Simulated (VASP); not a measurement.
# AgB2 (P-3m1) in VASP: further runs

Runs on AgB2. Level: PBEsol. Tasks: relaxation of cell and atoms.

Everything below comes from runs of VASP 6.6.1. Logs are shortened: lines on timing, memory, paths and dates and some standing lists are left out, and cuts for length are marked.

### Step 1. The cell of the first run

The structure is trigonal, space group P-3m1 (No. 164). The conventional cell has a = 3.040 Å, b = 3.040 Å, c = 4.864 Å, α = 90.00°, β = 90.00°, γ = 120.00°. Within 2.8 Å of Ag (site symmetry -3m) lie 6 B at 2.14 Å. Within 2.8 Å of B (site symmetry 3m) lie 3 Ag at 2.14 Å.

### Step 2. Relaxation of cell and atoms, PBEsol

Contents of INCAR:

```
SYSTEM = AgB2
  PREC = Accurate
  ENCUT = 600
  EDIFF = 1E-6
  ISMEAR = -1
  SIGMA = 0.05
  LREAL = .False.
  LASPH = .True.
  NELM = 100
  ALGO = Normal
  ISIF = 3
  LWAVE = .False.
  LCHARG = .False.
  GGA = PS
  IBRION = 2
  NSW = 80
  EDIFFG = -0.02
```

Contents of KPOINTS:

```
Automatic mesh
0
Gamma
  8 8 4
  0 0 0
```

Contents of POSCAR:

```
AgB2
1.0
    3.0400000000      0.0000000000      0.0000000000
   -1.5200000000      2.6327172275      0.0000000000
    0.0000000000      0.0000000000      4.8640000000
Ag B
1 2
Direct
    0.0000000000      0.0000000000      0.0000000000
    0.3333333333      0.6666666667      0.2500000000
    0.6666666667      0.3333333333      0.7500000000
```

Potentials or basis: VASP PAW PBE potentials, release 64 (Ag, B).

Launch:

```
cat potpaw_PBE.64/Ag/POTCAR potpaw_PBE.64/B/POTCAR > POTCAR
mpirun -np 1 vasp_std > vasp.out
```

OUTCAR:

```text
SYSTEM = AgB2
   PREC = Accurate
   ENCUT = 600
   EDIFF = 1E-6
   ISMEAR = -1
   LREAL = .False.
   LASPH = .True.
   NELM = 100
   ISIF = 3
   GGA = PS
   IBRION = 2
   NSW = 80
   EDIFFG = -0.02

 ion  position               nearest neighbor table
   1  0.000  0.000  0.000-   2 2.14   3 2.14   2 2.14   3 2.14   3 2.14   2 2.14
   2  0.333  0.667  0.250-   1 2.14   1 2.14   1 2.14
   3  0.667  0.333  0.750-   1 2.14   1 2.14   1 2.14

  LATTYP: Found a hexagonal cell.
 ALAT       =     3.0400000000
 C/A-ratio  =     1.6000000000

  Lattice vectors:

 A1 = (   3.0400000000,   0.0000000000,   0.0000000000)
 A2 = (  -1.5200000000,   2.6327172275,   0.0000000000)
 A3 = (   0.0000000000,   0.0000000000,   4.8640000000)

Analysis of symmetry for initial positions (statically):
=====================================================================
 Subroutine PRICEL returns:
 Original cell was already a primitive cell.

 Routine SETGRP: Setting up the symmetry group for a
 hexagonal supercell.

 Subroutine GETGRP returns: Found 12 space group operations
 (whereof 12 operations were pure point group operations)
 out of a pool of 24 trial point group operations.

The static configuration has the point symmetry D_3d.

Analysis of symmetry for dynamics (positions and initial velocities):
=====================================================================
 Subroutine PRICEL returns:
 Original cell was already a primitive cell.

 Routine SETGRP: Setting up the symmetry group for a
 hexagonal supercell.

 Subroutine GETGRP returns: Found 12 space group operations
 (whereof 12 operations were pure point group operations)
 out of a pool of 24 trial point group operations.

The dynamic configuration has the point symmetry D_3d.

 Subroutine INISYM returns: Found 12 space group operations
 (whereof 12 operations are pure point group operations),
 and found     1 'primitive' translations

----------------------------------------------------------------------------------------

                                     Primitive cell

  volume of cell :      38.9288

  direct lattice vectors                    reciprocal lattice vectors
     3.040000000  0.000000000  0.000000000     0.328947368  0.189917852  0.000000000
    -1.520000000  2.632717228  0.000000000     0.000000000  0.379835703  0.000000000
     0.000000000  0.000000000  4.864000000     0.000000000  0.000000000  0.205592105

  length of vectors
     3.040000000  3.040000000  4.864000000     0.379835703  0.379835703  0.205592105

  position of ions in fractional coordinates (direct lattice)
     0.000000000  0.000000000  0.000000000
     0.333333333  0.666666667  0.250000000
     0.666666667  0.333333333  0.750000000

[... 111 lines left out ...]
  volume of cell :       38.93
 maximum number of plane-waves:      1320
   NGX = 13   NGY = 13   NGZ = 19

--------------------------------------- Ionic step        1  -------------------------------------------

 number of electron      17.0000000 magnetization

 Free energy of the ion-electron system (eV)
  ---------------------------------------------------
  ext. energy  EPLUGINS =         0.00000000
  ---------------------------------------------------
  free energy    TOTEN  =       -10.46268769 eV

  energy without entropy =      -10.44565718  energy(sigma->0) =      -10.45417244

------------------------ aborting loop because EDIFF is reached ----------------------------------------

  FORCE on cell =-STRESS in cart. coord.  units (eV):
  Direction    XX          YY          ZZ          XY          YZ          ZX
  --------------------------------------------------------------------------------------
  -------------------------------------------------------------------------------------
  Total        3.2565323      3.2565323      1.3058874     -0.0000000      0.0000000      0.0000000
  in kB      134.0277131    134.0277131     53.7458502     -0.0000000      0.0000000      0.0000000
  external PRESSURE =     107.2670921 kB  Pullay stress =       0.0000000 kB
[... 92 lines left out ...]
  FREE ENERGIE OF THE ION-ELECTRON SYSTEM (eV)
  ---------------------------------------------------
  free  energy   TOTEN  =       -10.8874434059 eV

  energy  without entropy=      -10.8738261501  energy(sigma->0) =      -10.88063478

 E-fermi :  10.1278     XC(G=0): -13.2928

 val. band max:       10.1177309070   @ k =   0.1250   0.1250   0.5000
 cond. band min:      10.1778795682   @ k =   0.1250   0.0000   0.0000
 fundamental gap:      0.0601486612
 Fermi energy:        10.1278054856

 k-point     1 :       0.0000    0.0000    0.0000
  band No.  band energies     occupation
      1      -4.0026      2.00000
      2       2.9167      2.00000
      3       3.9996      2.00000
      4       3.9996      2.00000
      5       5.3487      2.00000
      6       5.3487      2.00000
      7       5.5161      2.00000
      8      11.4124      0.00000
      9      11.4124      0.00000
     10      13.0410      0.00000
     11      17.3090      0.00000
     12      17.3090      0.00000
[... 333 lines left out ...]
      1      -0.3664      2.00000
      2       2.2451      2.00000
      3       2.7697      2.00000
      4       3.6779      2.00000
      5       3.7769      2.00000
      6       6.2219      2.00000
      7       6.8316      2.00000
      8       7.3896      2.00000
      9       9.8903      1.98285
     10      13.9825      0.00000
     11      16.9591      0.00000
     12      18.7534      0.00000

 [... further k-points ...]

[... ionic steps 4 to 24 ...]

--------------------------------------- Ionic step       25  -------------------------------------------

 number of electron      16.9999998 magnetization

------------------------ aborting loop because EDIFF is reached ----------------------------------------
[... 69 lines left out ...]
--------------------------------------- Ionic step       27  -------------------------------------------

 number of electron      16.9999996 magnetization

 Free energy of the ion-electron system (eV)
  ---------------------------------------------------
  ext. energy  EPLUGINS =         0.00000000
  ---------------------------------------------------
  free energy    TOTEN  =       -15.80135226 eV

  energy without entropy =      -15.79220239  energy(sigma->0) =      -15.79677733

 E-fermi :   7.4232     XC(G=0): -12.3309

 val. band max:        7.4211388257   @ k =   0.1250   0.1250   0.5000
 cond. band min:       7.5208606091   @ k =   0.1250   0.0000   0.5000
 fundamental gap:      0.0997217834
 Fermi energy:         7.4232027485

 k-point     1 :       0.0000    0.0000    0.0000
  band No.  band energies     occupation
      1      -4.9551      2.00000
      2       1.5885      2.00000
      3       2.5041      2.00000
      4       2.5041      2.00000
      5       3.4752      2.00000
      6       3.4752      2.00000
      7       3.5753      2.00000
      8       8.6804      0.00000
      9       8.6804      0.00000
     10       9.1465      0.00000
     11      14.7511      0.00000
     12      14.7511      0.00000
[... 375 lines left out ...]
  FREE ENERGIE OF THE ION-ELECTRON SYSTEM (eV)
  ---------------------------------------------------
  free  energy   TOTEN  =       -15.8013522630 eV

  energy  without entropy=      -15.7922023879  energy(sigma->0) =      -15.79677733

 reached required accuracy - stopping structural energy minimisation
```

OSZICAR:

```text
N       E                     dE             d eps       ncg     rms          rms(c)
DAV:   1     0.820648038997E+02    0.82065E+02   -0.86603E+03   840   0.141E+03
DAV:   2    -0.100694638158E+02   -0.92134E+02   -0.87222E+02   980   0.262E+02
DAV:   3    -0.128159749935E+02   -0.27465E+01   -0.26579E+01  1000   0.453E+01
DAV:   4    -0.128496567178E+02   -0.33682E-01   -0.32917E-01   940   0.492E+00
[... 257 lines left out ...]
DAV:   2    -0.158017260744E+02    0.13050E-02   -0.33167E-03   928   0.955E-01    0.169E-01
DAV:   3    -0.158014572422E+02    0.26883E-03   -0.19515E-04   916   0.196E-01    0.802E-02
DAV:   4    -0.158013527185E+02    0.10452E-03   -0.16722E-04   912   0.132E-01    0.210E-02
DAV:   5    -0.158013528098E+02   -0.91245E-07   -0.10462E-05   924   0.383E-02    0.615E-03
DAV:   6    -0.158013522630E+02    0.54678E-06   -0.11396E-06   544   0.175E-02
  27 F= -.15801352E+02 E0= -.15796777E+02  d E =-.636137E-02
```

CONTCAR:

```text
AgB2
   1.00000000000000
     3.0101566100875283    0.0000000000000000   -0.0000000000000000
    -1.5050783050437642    2.6068720937016319   -0.0000000000000000
     0.0000000000000000    0.0000000000000000    3.9450654498498952
  Ag              B
     1     2
Direct
     0.0000000000000000    0.0000000000000000    1.0000000000000000
     0.3333333332999970    0.6666666667000030    0.4997377857152524
     0.6666666667000030    0.3333333332999970    0.5002622142847475

  0.00000000E+00  0.00000000E+00  0.00000000E+00
  0.00000000E+00  0.00000000E+00  0.00000000E+00
  0.00000000E+00  0.00000000E+00  0.00000000E+00
```

It took 4.2 min on 1 thread of Intel Xeon Platinum 8488C (Sapphire Rapids), shared host; peak memory 0.19 GiB.

What came out:

```yaml
Free_energy: -15.8014 eV
Relaxed_volume: 10.32 Å³/atom
Relaxed_cell: a = 3.010 Å, b = 3.010 Å, c = 3.945 Å, α = 90.00°, β = 90.00°, γ = 120.00°
Space_group_after_relaxing_to_0.1_Å: P6/mmm (No. 191)
Pressure_after_relaxing: -0.2 GPa
Largest_force_after_relaxing: 0.011 eV/Å
Band_gap_on_the_k_mesh: zero (an odd number of electrons rules out a gap without spin polarisation)
```

Forces on the atoms (eV/Å):
```
Ag   0.000  0.000  0.000
B    0.000  0.000  0.011
B    0.000  0.000 -0.011
```

Final structure:
```yaml
crystal:
  lattice:
    - [3.01016, 0.00000, 0.00000]
    - [-1.50508, 2.60687, 0.00000]
    - [0.00000, 0.00000, 3.94507]
  atoms:
    - { symbol: Ag, position: [0.00000, 0.00000, 0.00000] }
    - { symbol: B, position: [0.33333, 0.66667, 0.49974] }
    - { symbol: B, position: [0.66667, 0.33333, 0.50026] }
```

Levels at points of the mesh, in eV from the Fermi level:
| k point | band 6 | band 7 | band 8 | band 9 | band 10 | band 11 | band 12 |
| --- | --- | --- | --- | --- | --- | --- | --- |
| (0.00, 0.00, 0.00) | -3.95 | -3.85 | 1.26 | 1.26 | 1.72 | 7.33 | 7.33 |
| (0.50, 0.00, 0.00) | -3.35 | -2.63 | -1.85 | 2.45 | 3.10 | 4.10 | 6.03 |
| (0.00, 0.00, 0.50) | -4.12 | -4.12 | 0.87 | 0.87 | 8.72 | 8.72 | 8.81 |
| (0.50, 0.00, 0.50) | -3.34 | -2.86 | -2.46 | -0.27 | 1.28 | 6.28 | 10.34 |

Caveat: the volume moved by over 15 % at a fixed basis, so the end points are rough; the PAW data sets were made with another functional, which shifts forces and pressure a little.

### Step 3. Relaxation of cell and atoms, PBEsol, target pressure 15 GPa, at which the enthalpy is minimised

Contents of INCAR:

```
PREC     = Accurate       # precision mode
ENCUT    = 600            # plane-wave cutoff, eV
EDIFF    = 1E-7           # SCF threshold, eV
ISMEAR   = -1             # smearing method
SIGMA    = 0.05           # smearing width, eV
LREAL    = F              # projectors in reciprocal space
LASPH    = T              # aspherical terms in the spheres
NELM     = 80             # most SCF steps
ALGO     = Normal         # electronic algorithm
ISIF     = 3              # what is computed and relaxed
LWAVE    = F              # write WAVECAR
LCHARG   = F              # write CHGCAR
GGA      = PS             # functional
IBRION   = 2              # ionic algorithm
NSW      = 80             # ionic steps
EDIFFG   = -0.02          # ionic threshold
PSTRESS  = 150.0
```

Contents of KPOINTS:

```
regular mesh
0
Gamma
  8 8 4
```

POSCAR is that of step 2.

Potentials or basis: VASP PAW PBE potentials, release 64 (Ag, B).

Launch:

```
cat potpaw_PBE.64/Ag/POTCAR potpaw_PBE.64/B/POTCAR > POTCAR
mpirun -np 1 vasp_std > vasp.out
```

Wall time 3 min (1 thread of Intel Xeon Platinum 8488C (Sapphire Rapids), shared host); peak memory 0.19 GiB.

It converged, with:

* Free energy: -15.7007 eV
* Relaxed volume: 9.53 Å³/atom
* Relaxed cell: a = 2.954 Å, b = 2.954 Å, c = 3.785 Å, α = 90.00°, β = 90.00°, γ = 120.00°
* Space group after relaxing (to 0.1 Å): P6/mmm (No. 191)
* Energy change on relaxing (the run minimises the enthalpy): -1746.0 meV/atom
* Ionic steps: 21
* Pressure after relaxing: 15.0 GPa
* Largest force after relaxing: 0.018 eV/Å
* Band gap on the k mesh: zero (an odd number of electrons rules out a gap without spin polarisation)

Forces in eV/Å, atoms in the order of the input:
```
Ag   0.000  0.000  0.000
B    0.000  0.000  0.018
B    0.000  0.000 -0.018
```

The path:
```tsv
step	energy change (eV)	largest force (eV/Å)	pressure (GPa)	volume (Å³)
1	0.0000	2.7527	10.68	38.93
2	-0.6483	2.7485	4.60	36.98
3	-2.9543	3.2005	0.29	31.37
4	-1.5983	3.3622	137.60	21.20
5	-3.2348	3.6801	25.16	27.63
6	-3.9008	2.1341	63.72	24.34
7	-4.3412	1.1043	53.91	24.90
8	-4.6210	0.3196	42.49	25.63
9	-4.6313	0.4931	41.30	25.72
10	-4.8424	0.1900	31.93	26.50
11	-5.1098	0.3421	16.11	28.10
12	-5.1264	0.3910	14.70	28.27
13	-5.1483	0.3391	14.84	28.29
14	-5.1953	0.1938	15.53	28.34
15	-5.2063	0.0506	17.84	28.38
16	-5.2158	0.0508	16.69	28.37
17	-5.2159	0.0434	16.76	28.37
18	-5.2401	0.0250	14.74	28.61
19	-5.2378	0.0269	14.99	28.59
20	-5.2382	0.0266	14.90	28.59
21	-5.2380	0.0183	14.98	28.59
```

Final structure:
```
CELL_PARAMETERS angstrom
2.95353 0.00000 0.00000
-1.47677 2.55783 0.00000
0.00000 0.00000 3.78468
ATOMIC_POSITIONS crystal
Ag 0.00000 0.00000 0.00000
B 0.33333 0.66667 0.49954
B 0.66667 0.33333 0.50046
```

Levels at points of the mesh, in eV from the Fermi level:
| k point | band 5 | band 6 | band 7 | band 8 | band 9 | band 10 | band 11 | band 12 |
| --- | --- | --- | --- | --- | --- | --- | --- | --- |
| (0.00, 0.00, 0.00) | -4.24 | -4.24 | -4.14 | 1.25 | 1.25 | 2.35 | 7.28 | 7.28 |
| (0.50, 0.00, 0.00) | -4.56 | -3.58 | -2.70 | -2.16 | 2.40 | 3.39 | 4.34 | 6.54 |
| (0.00, 0.00, 0.50) | -5.13 | -4.48 | -4.48 | 0.74 | 0.74 | 8.76 | 9.00 | 9.00 |
| (0.50, 0.00, 0.50) | -4.31 | -3.56 | -3.34 | -2.29 | -0.19 | 1.29 | 6.38 | 10.44 |

Caveat: the cell is relaxed towards a set pressure, so the run minimises the enthalpy, not the energy; the volume moved by over 15 % at a fixed basis, so the end points are rough; the PAW data sets were made with another functional, which shifts forces and pressure a little.
